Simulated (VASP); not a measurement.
# ZnS (P6_3mc) in VASP: electric field gradients with PBE

Aim: the electric field gradients of ZnS with PBE.

Program: VASP 6.6.1. These are calculated values, not measurements. Logs are shortened: lines on timing, memory, paths and dates and some standing lists are left out, and cuts for length are marked.

## (1) The cell of the first run

Symmetry: P6_3mc, No. 186, hexagonal system. Conventional cell: a = 3.808 Å, b = 3.808 Å, c = 18.679 Å, α = 90.00°, β = 90.00°, γ = 120.00°. Zn (site symmetry 3m) has 4 S at 2.33 Å within 3.1 Å. Zn (site symmetry 3m) has 4 S at 2.33 Å within 3.1 Å. Within 3.1 Å of Zn (site symmetry 3m) lie 4 S at 2.33 to 2.34 Å. Within 3.1 Å of S (site symmetry 3m) lie 4 Zn at 2.33 Å. S (site symmetry 3m) has 4 Zn at 2.33 Å within 3.1 Å. Within 3.1 Å of S (site symmetry 3m) lie 4 Zn at 2.33 to 2.34 Å.

## (2) Electric field gradients, PBE

INCAR

```
SYSTEM = ZnS
ALGO = Normal
EDIFF = 1E-8
ENCUT = 520
GGA = PE
ISIF = 2
ISMEAR = -1
LASPH = .True.
LCHARG = .False.
LEFG = .True.
LREAL = .False.
LWAVE = .False.
NBANDS = 66
NELM = 100
PREC = Accurate
SIGMA = 0.02
```

KPOINTS

```
k-points
0
Gamma
  8 8 2
  0 0 0
```

POSCAR

```
ZnS
1.0
    3.8079618786      0.0000000000      0.0000000000
   -1.9039809393      3.2977917235      0.0000000000
    0.0000000000      0.0000000000     18.6787437300
Zn S
6 6
Direct
    0.3333333333      0.6666666667      0.8332648200
    0.6666666667      0.3333333333      0.3332648200
    0.6666666667      0.3333333333      0.6668637300
    0.3333333333      0.6666666667      0.1668637300
    0.0000000000      0.0000000000      0.4999412100
    0.0000000000      0.0000000000      0.9999412100
    0.3333333333      0.6666666667      0.9581155900
    0.6666666667      0.3333333333      0.4581155900
    0.6666666667      0.3333333333      0.7917082100
    0.3333333333      0.6666666667      0.2917082100
    0.0000000000      0.0000000000      0.6251074300
    0.0000000000      0.0000000000      0.1251074300
```

Potentials or basis: VASP PAW PBE potentials, release 64 (Zn, S).

Launch:

```sh
$ cat potpaw_PBE.64/Zn/POTCAR potpaw_PBE.64/S/POTCAR > POTCAR
$ mpirun -np 1 vasp_std > vasp.out
```

OUTCAR:

```text
SYSTEM = ZnS
   EDIFF = 1E-8
   ENCUT = 520
   GGA = PE
   ISIF = 2
   ISMEAR = -1
   LASPH = .True.
   LREAL = .False.
   NELM = 100
   PREC = Accurate

 ion  position               nearest neighbor table
   1  0.333  0.667  0.833-   9 2.33   9 2.33   9 2.33   7 2.33
   2  0.667  0.333  0.333-  10 2.33  10 2.33  10 2.33   8 2.33
   3  0.667  0.333  0.667-   9 2.33  11 2.33  11 2.33  11 2.33
   4  0.333  0.667  0.167-  10 2.33  12 2.33  12 2.33  12 2.33
   5  0.000  0.000  0.500-   8 2.33   8 2.33   8 2.33  11 2.34
   6  0.000  0.000  1.000-   7 2.33   7 2.33   7 2.33  12 2.34
   7  0.333  0.667  0.958-   1 2.33   6 2.33   6 2.33   6 2.33
   8  0.667  0.333  0.458-   2 2.33   5 2.33   5 2.33   5 2.33
   9  0.667  0.333  0.792-   1 2.33   1 2.33   1 2.33   3 2.33
  10  0.333  0.667  0.292-   2 2.33   2 2.33   2 2.33   4 2.33
  11  0.000  0.000  0.625-   3 2.33   3 2.33   3 2.33   5 2.34
  12  0.000  0.000  0.125-   4 2.33   4 2.33   4 2.33   6 2.34

  LATTYP: Found a hexagonal cell.
 ALAT       =     3.8079618786
 C/A-ratio  =     4.9051813872

  Lattice vectors:

 A1 = (   3.8079618786,   0.0000000000,   0.0000000000)
 A2 = (  -1.9039809393,   3.2977917235,   0.0000000000)
 A3 = (   0.0000000000,   0.0000000000,  18.6787437300)

Analysis of symmetry for initial positions (statically):
=====================================================================
 Subroutine PRICEL returns:
 Original cell was already a primitive cell.

 Routine SETGRP: Setting up the symmetry group for a
 hexagonal supercell.

 Subroutine GETGRP returns: Found 12 space group operations
 (whereof  6 operations were pure point group operations)
 out of a pool of 24 trial point group operations.

The static configuration has the point symmetry C_3v.
 The point group associated with its full space group is C_6v.

Analysis of symmetry for dynamics (positions and initial velocities):
=====================================================================
 Subroutine PRICEL returns:
 Original cell was already a primitive cell.

 Routine SETGRP: Setting up the symmetry group for a
 hexagonal supercell.

 Subroutine GETGRP returns: Found 12 space group operations
 (whereof  6 operations were pure point group operations)
 out of a pool of 24 trial point group operations.

The dynamic configuration has the point symmetry C_3v.
 The point group associated with its full space group is C_6v.

 Subroutine INISYM returns: Found 12 space group operations
 (whereof  6 operations are pure point group operations),
 and found     1 'primitive' translations

----------------------------------------------------------------------------------------

                                     Primitive cell

  volume of cell :     234.5651

  direct lattice vectors                    reciprocal lattice vectors
     3.807961879  0.000000000  0.000000000     0.262607671  0.151616610  0.000000000
    -1.903980939  3.297791724  0.000000000     0.000000000  0.303233219  0.000000000
     0.000000000  0.000000000 18.678743730     0.000000000  0.000000000  0.053536791

  length of vectors
     3.807961879  3.807961879 18.678743730     0.303233219  0.303233219  0.053536791

  position of ions in fractional coordinates (direct lattice)
     0.333333333  0.666666667  0.833264820
     0.666666667  0.333333333  0.333264820
     0.666666667  0.333333333  0.666863730
     0.333333333  0.666666667  0.166863730
     0.000000000  0.000000000  0.499941210
     0.000000000  0.000000000  0.999941210
     0.333333333  0.666666667  0.958115590
     0.666666667  0.333333333  0.458115590
     0.666666667  0.333333333  0.791708210
     0.333333333  0.666666667  0.291708210
     0.000000000  0.000000000  0.625107430
     0.000000000  0.000000000  0.125107430

  ion indices of the primitive-cell ions
[... 99 lines left out ...]
     AMIX     =   0.40;   BMIX     =  1.00
     AMIX_MAG =   1.60;   BMIX_MAG =  1.00
  volume/ion in A,a.u.               =      19.55       131.91
  Fermi-wavevector in a.u.,A,eV,Ry     =   1.264139  2.388877 21.742764  1.598048
  Thomas-Fermi vector in A             =   2.397460
   LORBIT       =      0    0 simple, 1 ext, 2 COOP (PROOUT), +10 PAW based schemes
   GGA     = PE    functional components
   LHFCALC =     F    Hartree Fock is set to
   AEXX    =    0.0000 exact exchange contribution
   IVDW    =     0    specifies the selected vdW correction
   LEPSILON=     F    determine dielectric tensor
   LRPA    =     F    only Hartree local field effects (RPA)
 non-spin polarized calculation
  energy-cutoff  :      520.00
  volume of cell :      234.57
 maximum number of plane-waves:      6354
   NGX = 15   NGY = 15   NGZ = 69

 number of electron     108.0000004 magnetization

 Free energy of the ion-electron system (eV)
  ---------------------------------------------------
  ext. energy  EPLUGINS =         0.00000000
  ---------------------------------------------------
  free energy    TOTEN  =       -41.04288186 eV

  energy without entropy =      -41.04288186  energy(sigma->0) =      -41.04288186

 E-fermi :   2.6379     XC(G=0):  -9.6711

 val. band max:        2.1984234130   @ k =   0.0000   0.0000   0.0000
 cond. band min:       4.3767268705   @ k =   0.0000   0.0000   0.0000
 fundamental gap:      2.1783034575
 Fermi energy:         2.6378562091

 k-point     1 :       0.0000    0.0000    0.0000
  band No.  band energies     occupation
      1     -11.0148      2.00000
      2     -10.8158      2.00000
      3     -10.8008      2.00000
      4     -10.3472      2.00000
      5     -10.3327      2.00000
      6     -10.0690      2.00000
[... 1369 lines left out ...]
     65       8.8288      0.00000
     66       8.8288      0.00000

------------------------ aborting loop because EDIFF is reached ----------------------------------------

  FORCE on cell =-STRESS in cart. coord.  units (eV):
  Direction    XX          YY          ZZ          XY          YZ          ZX
  --------------------------------------------------------------------------------------
  -------------------------------------------------------------------------------------
  Total        3.6420950      3.6420950      3.6822678      0.0000000      0.0000000      0.0000000
  in kB       24.8770208     24.8770208     25.1514179      0.0000000      0.0000000      0.0000000
  external PRESSURE =      24.9684865 kB  Pullay stress =       0.0000000 kB

 VOLUME and BASIS-vectors are now :
 -----------------------------------------------------------------------------
  energy-cutoff  :      520.00
  volume of cell :      234.57
      direct lattice vectors                 reciprocal lattice vectors
     3.807961879  0.000000000  0.000000000     0.262607671  0.151616610  0.000000000
    -1.903980939  3.297791724  0.000000000     0.000000000  0.303233219  0.000000000
     0.000000000  0.000000000 18.678743730     0.000000000  0.000000000  0.053536791

 POSITION                                       TOTAL-FORCE (eV/Angst)
 -----------------------------------------------------------------------------------
     -0.00000      2.19853     15.56434         0.000000     -0.000000     -0.001000
      1.90398      1.09926      6.22497        -0.000000     -0.000000     -0.001000
      1.90398      1.09926     12.45618        -0.000000     -0.000000     -0.003016
     -0.00000      2.19853      3.11680         0.000000     -0.000000     -0.003016
      0.00000      0.00000      9.33827         0.000000     -0.000000      0.011078
      0.00000      0.00000     18.67765         0.000000      0.000000      0.011078
     -0.00000      2.19853     17.89640         0.000000     -0.000000      0.000794
      1.90398      1.09926      8.55702         0.000000      0.000000      0.000794
      1.90398      1.09926     14.78811         0.000000      0.000000     -0.006582
     -0.00000      2.19853      5.44874         0.000000      0.000000     -0.006582
      0.00000      0.00000     11.67622         0.000000     -0.000000     -0.001274
      0.00000      0.00000      2.33685         0.000000      0.000000     -0.001274
 -----------------------------------------------------------------------------------
    total drift:                               -0.000002     -0.000004     -0.000086

  FREE ENERGIE OF THE ION-ELECTRON SYSTEM (eV)
  ---------------------------------------------------
  free  energy   TOTEN  =       -41.0428818608 eV

  energy  without entropy=      -41.0428818608  energy(sigma->0) =      -41.04288186

 Electric field gradients (V/A^2)
---------------------------------------------------------------------
 ion       V_xx      V_yy      V_zz      V_xy      V_xz      V_yz
---------------------------------------------------------------------
   1      -0.209    -0.202     0.411     0.006    -0.000     0.000
   2      -0.209    -0.202     0.411     0.006     0.000    -0.000
   3      -0.253    -0.247     0.500     0.006    -0.000     0.000
   4      -0.253    -0.247     0.500     0.006     0.000    -0.000
   5       0.151     0.152    -0.303     0.001     0.000    -0.000
   6       0.151     0.152    -0.303     0.001    -0.000     0.000
   7      -0.391    -0.391     0.782    -0.000    -0.000     0.000
   8      -0.391    -0.391     0.782    -0.000     0.000    -0.000
   9      -0.050    -0.051     0.101    -0.000     0.000    -0.000
  10      -0.050    -0.051     0.101    -0.000    -0.000     0.000
  11      -1.004    -1.004     2.008     0.000    -0.000     0.000
  12      -1.004    -1.004     2.008     0.000     0.000    -0.000
---------------------------------------------------------------------

 Electric field gradients after diagonalization (V/A^2)
 (convention: |V_zz| > |V_xx| > |V_yy|)
----------------------------------------------------------------------
 ion       V_xx      V_yy      V_zz     asymmetry (V_yy - V_xx)/ V_zz
----------------------------------------------------------------------
   1      -0.212    -0.199     0.411       0.031
   2      -0.212    -0.199     0.411       0.031
   3      -0.256    -0.244     0.500       0.026
   4      -0.256    -0.244     0.500       0.026
   5       0.152     0.151    -0.303       0.005
   6       0.152     0.151    -0.303       0.005
   7      -0.392    -0.391     0.782       0.001
   8      -0.392    -0.391     0.782       0.001
   9      -0.051    -0.050     0.101       0.010
  10      -0.051    -0.050     0.101       0.010
  11      -1.005    -1.003     2.008       0.001
  12      -1.005    -1.003     2.008       0.001
----------------------------------------------------------------------

           NMR quadrupolar parameters

 Cq : quadrupolar parameter    Cq=e*Q*V_zz/h
 eta: asymmetry parameters     (V_yy - V_xx)/ V_zz
 Q  : nuclear electric quadrupole moment in mb (millibarn)
----------------------------------------------------------------------
 ion       Cq(MHz)       eta       Q (mb)
----------------------------------------------------------------------
   1       0.001       0.031       1.000
   2       0.001       0.031       1.000
   3       0.001       0.026       1.000
   4       0.001       0.026       1.000
   5      -0.001       0.005       1.000
   6      -0.001       0.005       1.000
   7       0.002       0.001       1.000
   8       0.002       0.001       1.000
   9       0.000       0.010       1.000
  10       0.000       0.010       1.000
  11       0.005       0.001       1.000
  12       0.005       0.001       1.000
----------------------------------------------------------------------
```

Run time: 17 min. Hardware: 1 thread of Intel Xeon 8259CL, shared host; peak memory 0.46 GiB.

What came out:

```yaml
Free_energy: -41.0429 eV
Pressure: 2.5 GPa
Largest_force: 0.011 eV/Å
Band_gap_on_the_k_mesh: 2.18 eV
Largest_electric_field_gradient_by_atom: Zn +0.4, +0.5, -0.3 (each value once); S +0.8, +0.1, +2.0 (each value once) V/Å²
```

Forces in eV/Å, atoms in the order of the input:
```
Zn   0.000  0.000 -0.001
Zn   0.000  0.000 -0.001
Zn   0.000  0.000 -0.003
Zn   0.000  0.000 -0.003
Zn   0.000  0.000  0.011
Zn   0.000  0.000  0.011
S    0.000  0.000  0.001
S    0.000  0.000  0.001
S    0.000  0.000 -0.007
S    0.000  0.000 -0.007
S    0.000  0.000 -0.001
S    0.000  0.000 -0.001
```

Electric field gradients, principal values (V/Å²):
```tsv
atom	least	middle	greatest (by size)
1 Zn	-0.199	-0.212	0.411
2 Zn	-0.199	-0.212	0.411
3 Zn	-0.244	-0.256	0.500
4 Zn	-0.244	-0.256	0.500
5 Zn	0.151	0.152	-0.303
6 Zn	0.151	0.152	-0.303
7 S	-0.391	-0.392	0.782
8 S	-0.391	-0.392	0.782
9 S	-0.050	-0.051	0.101
10 S	-0.050	-0.051	0.101
11 S	-1.003	-1.005	2.008
12 S	-1.003	-1.005	2.008
```

Caveat: without QUAD_EFG the Cq values of the log hold for a quadrupole moment of 1 mb, not for the nuclei.
